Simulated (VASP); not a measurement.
# Ir (P6_3/mmc) in VASP: single point with LDA

Aim: the single point of Ir with LDA.

Everything below comes from runs of VASP 6.6.1. Logs are shortened: lines on timing, memory, paths and dates and some standing lists are left out, and cuts for length are marked.

### 1 The cell of the first run

It takes space group P6_3/mmc (No. 194, hexagonal). Conventional cell: a = 2.592 Å, b = 2.592 Å, c = 4.208 Å, α = 90.00°, β = 90.00°, γ = 120.00°. Within 3.4 Å of Ir (site symmetry -6m2) lie 12 Ir at 2.58 to 2.59 Å.

This isn't the form of Ir at room conditions, which is fcc.

### 2 Single point, LDA (12.25 Å³/atom)

The input, INCAR:

```
SYSTEM = Ir
ALGO = Normal
EDIFF = 1E-6
ENCUT = 560
GGA_COMPAT = .False.
ISIF = 2
ISMEAR = -1
LASPH = .True.
LCHARG = .False.
LREAL = .False.
LWAVE = .False.
NBANDS = 24
NELM = 120
PREC = Accurate
SIGMA = 0.1
```

The input, KPOINTS:

```
k-points
0
Gamma
  15 15 8
  0 0 0
```

The input, POSCAR:

```
Ir
1.0
    2.5924430331      0.0000000000      0.0000000000
   -1.2962215166      2.2451215245      0.0000000000
    0.0000000000      0.0000000000      4.2078773607
Ir
2
Direct
    0.3333333333      0.6666666667      0.2500000000
    0.6666666667      0.3333333333      0.7500000000
```

Potentials or basis: VASP PAW LDA potentials, release 64 (Ir_sv_GW).

Launch:

```bash
cat potpaw_LDA.64/Ir_sv_GW/POTCAR > POTCAR
mpirun -np 1 vasp_std > vasp.out
```

OUTCAR:

```text
SYSTEM = Ir
   EDIFF = 1E-6
   ENCUT = 560
   ISIF = 2
   ISMEAR = -1
   LASPH = .True.
   LREAL = .False.
   NELM = 120
   PREC = Accurate

 ion  position               nearest neighbor table
   1  0.333  0.667  0.250-   2 2.58   2 2.58   2 2.58   2 2.58   2 2.58   2 2.58
   2  0.667  0.333  0.750-   1 2.58   1 2.58   1 2.58   1 2.58   1 2.58   1 2.58

  LATTYP: Found a hexagonal cell.
 ALAT       =     2.5924430331
 C/A-ratio  =     1.6231320446

  Lattice vectors:

 A1 = (   2.5924430331,   0.0000000000,   0.0000000000)
 A2 = (  -1.2962215166,   2.2451215245,   0.0000000000)
 A3 = (   0.0000000000,   0.0000000000,   4.2078773607)

Analysis of symmetry for initial positions (statically):
=====================================================================
 Subroutine PRICEL returns:
 Original cell was already a primitive cell.

 Routine SETGRP: Setting up the symmetry group for a
 hexagonal supercell.

 Subroutine GETGRP returns: Found 24 space group operations
 (whereof 12 operations were pure point group operations)
 out of a pool of 24 trial point group operations.

The static configuration has the point symmetry D_3d.
 The point group associated with its full space group is D_6h.

Analysis of symmetry for dynamics (positions and initial velocities):
=====================================================================
 Subroutine PRICEL returns:
 Original cell was already a primitive cell.

 Routine SETGRP: Setting up the symmetry group for a
 hexagonal supercell.

 Subroutine GETGRP returns: Found 24 space group operations
 (whereof 12 operations were pure point group operations)
 out of a pool of 24 trial point group operations.

The dynamic configuration has the point symmetry D_3d.
 The point group associated with its full space group is D_6h.

 Subroutine INISYM returns: Found 24 space group operations
 (whereof 12 operations are pure point group operations),
 and found     1 'primitive' translations

----------------------------------------------------------------------------------------

                                     Primitive cell

  volume of cell :      24.4913

  direct lattice vectors                    reciprocal lattice vectors
     2.592443033  0.000000000  0.000000000     0.385736538  0.222705094  0.000000000
    -1.296221517  2.245121525  0.000000000     0.000000000  0.445410188  0.000000000
     0.000000000  0.000000000  4.207877361     0.000000000  0.000000000  0.237649512

  length of vectors
[... 80 lines left out ...]
   ENCUT  =  560.0 eV  41.16 Ry    6.42 a.u.   5.00  5.00  8.12*2*pi/ulx,y,z
   NELM   =    120;   NELMIN=  2; NELMDL= -5     # of ELM steps
   EDIFF  = 0.1E-05   stopping-criterion for ELM
   LREAL  =      F    real-space projection
   EDIFFG = 0.1E-04   stopping-criterion for IOM
   NSW    =      0    number of steps for IOM
   IBRION =     -1    ionic relax: 0-MD 1-quasi-New 2-CG
   NFREE  =      0    steps in history (QN), initial steepest desc. (CG)
   ISIF   =      2    stress and relaxation
   ISYM   =      2    0-nonsym 1-usesym 2-fastsym
   POTIM  = 0.5000    time-step for ionic-motion
   TEBEG  =    0.0;   TEEND  =   0.0 temperature during run
   PSTRESS=    0.0 pullay stress
   NELECT =      34.0000    total number of electrons
   NUPDOWN=      -1.0000    fix difference up-down
   EMIN   =  10.00;   EMAX   =-10.00  energy-range for DOS
   EFERMI =   0.00;   METHOD = LEGACY
   ISMEAR =    -1;   SIGMA  =   0.10  broadening in eV -4-tet -1-fermi 0-gaus
   EFERMI_NEDOS =   21; number of points for ismear=-14 and -15
   IALGO  =     38    algorithm
   IMIX   =      4    mixing-type and parameters
     AMIX     =   0.40;   BMIX     =  1.00
     AMIX_MAG =   1.60;   BMIX_MAG =  1.00
  volume/ion in A,a.u.               =      12.25        82.64
  Fermi-wavevector in a.u.,A,eV,Ry     =   1.826265  3.451140 45.378739  3.335243
  Thomas-Fermi vector in A             =   2.881614
   LORBIT       =      0    0 simple, 1 ext, 2 COOP (PROOUT), +10 PAW based schemes
   GGA     = CA    functional components
   LHFCALC =     F    Hartree Fock is set to
   AEXX    =    0.0000 exact exchange contribution
   IVDW    =     0    specifies the selected vdW correction
   LEPSILON=     F    determine dielectric tensor
   LRPA    =     F    only Hartree local field effects (RPA)
 non-spin polarized calculation
  energy-cutoff  :      560.00
  volume of cell :       24.49
 maximum number of plane-waves:       764
 NGX is ok and might be reduce to    20
   NGX =  9   NGY =  9   NGZ = 17

 number of electron      34.0000000 magnetization

 Free energy of the ion-electron system (eV)
  ---------------------------------------------------
  ext. energy  EPLUGINS =         0.00000000
  ---------------------------------------------------
  free energy    TOTEN  =       -21.01895598 eV

  energy without entropy =      -20.95975497  energy(sigma->0) =      -20.98935548

 E-fermi :  15.8461     XC(G=0): -15.7221

 val. band max:       15.8282235959   @ k =   0.3333   0.1333   0.3750
 cond. band min:      15.8506279084   @ k =   0.2000   0.0667   0.3750
 fundamental gap:      0.0224043125
 Fermi energy:        15.8461364884

 k-point     1 :       0.0000    0.0000    0.0000
  band No.  band energies     occupation
      1     -77.3077      2.00000
      2     -77.1724      2.00000
      3     -35.1291      2.00000
      4     -33.9695      2.00000
      5     -33.9695      2.00000
      6     -33.7868      2.00000
[... 637 lines left out ...]
     23      29.6175      0.00000
     24      30.6214      0.00000

 [... further k-points ...]

------------------------ aborting loop because EDIFF is reached ----------------------------------------

  FORCE on cell =-STRESS in cart. coord.  units (eV):
  Direction    XX          YY          ZZ          XY          YZ          ZX
  --------------------------------------------------------------------------------------
  -------------------------------------------------------------------------------------
  Total       10.6395488     10.6395488     10.7906642     -0.0000000     -0.0000000     -0.0000000
  in kB      696.0198778    696.0198778    705.9055730     -0.0000000     -0.0000000     -0.0000000
  external PRESSURE =     699.3151096 kB  Pullay stress =       0.0000000 kB

 VOLUME and BASIS-vectors are now :
 -----------------------------------------------------------------------------
  energy-cutoff  :      560.00
  volume of cell :       24.49
      direct lattice vectors                 reciprocal lattice vectors
     2.592443033  0.000000000  0.000000000     0.385736538  0.222705094  0.000000000
    -1.296221517  2.245121525  0.000000000     0.000000000  0.445410188  0.000000000
     0.000000000  0.000000000  4.207877361     0.000000000  0.000000000  0.237649512

 POSITION                                       TOTAL-FORCE (eV/Angst)
 -----------------------------------------------------------------------------------
     -0.00000      1.49675      1.05197        -0.000000     -0.000000      0.000000
      1.29622      0.74837      3.15591         0.000000      0.000000      0.000000
 -----------------------------------------------------------------------------------
    total drift:                               -0.000000      0.000000     -0.000000

  FREE ENERGIE OF THE ION-ELECTRON SYSTEM (eV)
  ---------------------------------------------------
  free  energy   TOTEN  =       -21.0189559838 eV

  energy  without entropy=      -20.9597549678  energy(sigma->0) =      -20.98935548
```

OSZICAR:

```text
N       E                     dE             d eps       ncg     rms          rms(c)
DAV:   1     0.369218619709E+03    0.36922E+03   -0.26413E+04  6608   0.167E+03
DAV:   2    -0.129802258415E+02   -0.38220E+03   -0.37008E+03  7808   0.536E+02
DAV:   3    -0.228531713381E+02   -0.98729E+01   -0.98238E+01  7784   0.861E+01
DAV:   4    -0.228856810964E+02   -0.32510E-01   -0.32507E-01  7264   0.537E+00
DAV:   5    -0.228857897915E+02   -0.10870E-03   -0.10869E-03  7896   0.282E-01    0.113E+02
DAV:   6    -0.212297287744E+02    0.16561E+01   -0.25607E+00  7080   0.127E+01    0.610E+01
DAV:   7    -0.210581239670E+02    0.17160E+00   -0.10916E+00  7920   0.781E+00    0.886E+00
DAV:   8    -0.210196922242E+02    0.38432E-01   -0.14114E-01  6816   0.357E+00    0.101E+00
DAV:   9    -0.210193105274E+02    0.38170E-03   -0.28030E-03  7936   0.413E-01    0.103E+00
DAV:  10    -0.210189589759E+02    0.35155E-03   -0.77024E-04  6912   0.328E-01    0.654E-01
DAV:  11    -0.210189563819E+02    0.25939E-05   -0.10378E-05  7648   0.339E-02    0.181E-01
DAV:  12    -0.210189559838E+02    0.39815E-06   -0.10273E-06  4264   0.922E-03
   1 F= -.21018956E+02 E0= -.20989355E+02  d E =-.592010E-01
```

Wall time 56 s (1 thread of Intel Xeon Platinum 8259CL at 2.50GHz (Skylake/Cascade Lake), shared host); peak memory 0.19 GiB.

Results:

* Free energy: -21.0190 eV
* Pressure: 69.9 GPa
* Band gap on the k mesh: zero (bands 17 and 18 overlap by 4.15 eV)

Caveat: the cell stands under pressure; spin-orbit coupling is left out, which moves the levels of the heavy elements.

The gap in the log of VASP goes by the Fermi energy; the results here count the filled bands.